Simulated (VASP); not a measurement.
Set up this calculation in VASP 6.6.1, as the native input.

```yaml
Task: single point
Functional: r2SCAN
Potentials_or_basis: VASP PAW PBE potentials, release 64 (Sn_d, O)
Cutoff: 520 eV
k_mesh: 6 × 6 × 6
Occupations: fermi-dirac, width 0.02 eV
Spin: no spin polarisation
Dipole_correction: no
Further_INCAR_settings: ALGO = Normal; EDIFF = 1e-07; NBANDS = 28
```

The system is SnO (Romarchite).

```
Sn O
1.0
     3.79265    0.00000    0.00000
     0.00000    3.79265    0.00000
     0.00000    0.00000    4.75821
Sn O
2 2
Direct
  0.50000 0.00000 0.24103
  0.00000 0.50000 0.75897
  0.00000 0.00000 0.00000
  0.50000 0.50000 0.00000
```

One way to write it, as run:

POSCAR

```
SnO
1.0
    3.7926488554      0.0000000000      0.0000000000
    0.0000000000      3.7926488554      0.0000000000
    0.0000000000      0.0000000000      4.7582139114
Sn O
2 2
Direct
    0.5000000000      0.0000000000      0.2410340793
    0.0000000000      0.5000000000      0.7589659207
    0.0000000000      0.0000000000      0.0000000000
    0.5000000000      0.5000000000      0.0000000000
```

INCAR.step1

```
SYSTEM = SnO
PREC = Accurate
ENCUT = 520
ISMEAR = -1
SIGMA = 0.02
LREAL = .FALSE.
LASPH = .TRUE.
NELM = 80
NBANDS = 28
GGA = PE
ALGO = Normal
EDIFF = 1E-4
LWAVE = .TRUE.
LCHARG = .FALSE.
```

INCAR.step2

```
SYSTEM = SnO
PREC = Accurate
ENCUT = 520
EDIFF = 1E-7
ISMEAR = -1
SIGMA = 0.02
LREAL = .FALSE.
LASPH = .TRUE.
NELM = 80
ALGO = Normal
ISIF = 2
LWAVE = .FALSE.
LCHARG = .TRUE.
METAGGA = R2SCAN
LMIXTAU = .TRUE.
LELF = .TRUE.
LVHAR = .TRUE.
NBANDS = 28
ISTART = 1
```

KPOINTS

```
Automatic mesh
0
G
  6 6 6
  0 0 0
```

Potentials or basis: VASP PAW PBE potentials, release 64 (Sn_d, O).

Run with:

```console
$ cat potpaw_PBE.64/Sn_d/POTCAR potpaw_PBE.64/O/POTCAR > POTCAR
$ cp INCAR.step1 INCAR
$ mpirun -np 1 vasp_std > vasp.out
$ cp INCAR.step2 INCAR
$ mpirun -np 1 vasp_std > vasp.out
```

It gave:

```
Pressure               : 1.8 GPa
Largest force          : 0.119 eV/Å
Band gap on the k mesh : 0.03 eV, indirect (least direct gap 2.20 eV)
```

Caveat: the PAW data sets were made with another functional, which shifts forces and pressure a little; spin-orbit coupling is left out, which moves the levels of the heavy elements.

Run time: 6.1 min on 1 thread of AMD EPYC 7R13 (shared host), peak memory 0.18 GiB.
